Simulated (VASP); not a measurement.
A run of VASP 6.6.1:

Contents of INCAR:

```
SYSTEM = SnO
AGGAC = 1.0 ; AGGAX = 1.0
ALDAC = 0.0 ; ALDAX = 1.0
ALGO = Normal ; EDIFF = 1E-7
ENCUT = 520 ; GGA = B5
ISIF = 2 ; ISMEAR = 0
LASPH = .TRUE. ; LCHARG = .TRUE.
LELF = .TRUE. ; LREAL = .FALSE.
LVHAR = .TRUE. ; LWAVE = .FALSE.
NBANDS = 28 ; NELM = 80
PREC = Accurate ; SIGMA = 0.01
```

The input KPOINTS:

```
k-points
0
G
  6 4 4
  0 0 0
```

File POSCAR:

```
SnO
1.0
    3.3550050000      0.0000000000      0.0000000000
    0.0000000000      5.6741040000      0.0000000000
    0.0000000000      0.0000000000      4.2219700000
Sn O
2 2
Direct
    0.0000000000      0.2319090000      0.5131440000
    0.5000000000      0.7680910000      0.0131440000
    0.0000000000      0.8912500000      0.7368570000
    0.5000000000      0.1087500000      0.2368570000
```

Potentials or basis: VASP PAW PBE potentials, release 64 (Sn_d, O).

Launch:

```bash
$ cat potpaw_PBE.64/Sn_d/POTCAR potpaw_PBE.64/O/POTCAR > POTCAR
$ mpirun -np 1 vasp_std > vasp.out
```

Hardware: 1 thread of Intel Xeon 6975P-C, with other jobs on the host.

How long does it take, and how much memory?

Wall time 68 s on 1 thread of Intel Xeon 6975P-C (shared host), peak memory 0.22 GiB. Counts: scf iterations 16, k points 36.
